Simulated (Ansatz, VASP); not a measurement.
# GaN in VASP and in Ansatz

Contents of INCAR:

```
SYSTEM = GaN
  ALGO = Normal
  EDIFF = 1E-7
  EDIFFG = -0.002
  ENCUT = 520
  GGA = PE
  GGA_COMPAT = .FALSE.
  IBRION = 2
  ISIF = 2
  ISMEAR = 0
  LASPH = .TRUE.
  LCHARG = .FALSE.
  LREAL = .FALSE.
  LWAVE = .FALSE.
  NELM = 120
  NELMIN = 4
  NSW = 60
  PREC = Accurate
  SIGMA = 0.02
```

The input KPOINTS:

```
k-points
0
G
  9 9 4
  0 0 0
```

File POSCAR:

```
GaN
1.0
    3.1703377313      0.0000000000      0.0000000000
   -1.5851688656      2.7455930139      0.0000000000
    0.0000000000      0.0000000000      5.2906717960
Ga N
2 2
Direct
    0.3333333333      0.6666666667      0.0001343399
    0.6666666667      0.3333333333      0.5001343399
    0.3333333333      0.6666666667      0.3768656601
    0.6666666667      0.3333333333      0.8768656601
```

Input for Ansatz:

```yaml
crystal:
  lattice:
    - [3.1703377313, 0.0, 0.0]
    - [-1.5851688656, 2.7455930139, 0.0]
    - [0.0, 0.0, 5.290671796]
  atoms:
    - { symbol: Ga, position: [0.3333333333, 0.6666666667, 0.0001343399] }
    - { symbol: Ga, position: [0.6666666667, 0.3333333333, 0.5001343399] }
    - { symbol: "N", position: [0.3333333333, 0.6666666667, 0.3768656601] }
    - { symbol: "N", position: [0.6666666667, 0.3333333333, 0.8768656601] }
basis:
  ecutwfc: 420
kpoints:
  mp_grid: { grid: [9, 9, 4] }
hamiltonian:
  xc: pbe
  pseudopotentials: { kind: paw, azcp: { folder: soft_1 } }
scf:
  occupations: { method: gaussian, width: 0.02 }
output:
  forces: true
  stress: true
  eigenvalues: true
relax:
  adjacent_minimum: "off"
  f_tol: 0.002
  max_steps: 40
```

Change from the starting cell: strained cell.

Alike in both runs: task relaxation of the atoms; functional PBE; k mesh 9 × 9 × 4; occupations gaussian, width 0.02 eV; no spin polarisation.

|  | VASP | Ansatz |
| --- | --- | --- |
| version | VASP 6.6.1 | Ansatz 0.2.0 |
| potentials or method | VASP PAW PBE potentials, release 64 (Ga_d, N), cutoff 520 eV | scalar-relativistic, plane waves, PAW |
| valence electrons in the cell | 36 | 36 |

```tsv
	VASP	Ansatz	Ansatz less VASP
gap on the k mesh at the Fermi level, each at its own relaxed structure (eV)	1.75	1.75	-0.005
```

Ansatz's warnings: stress scf threshold loose.
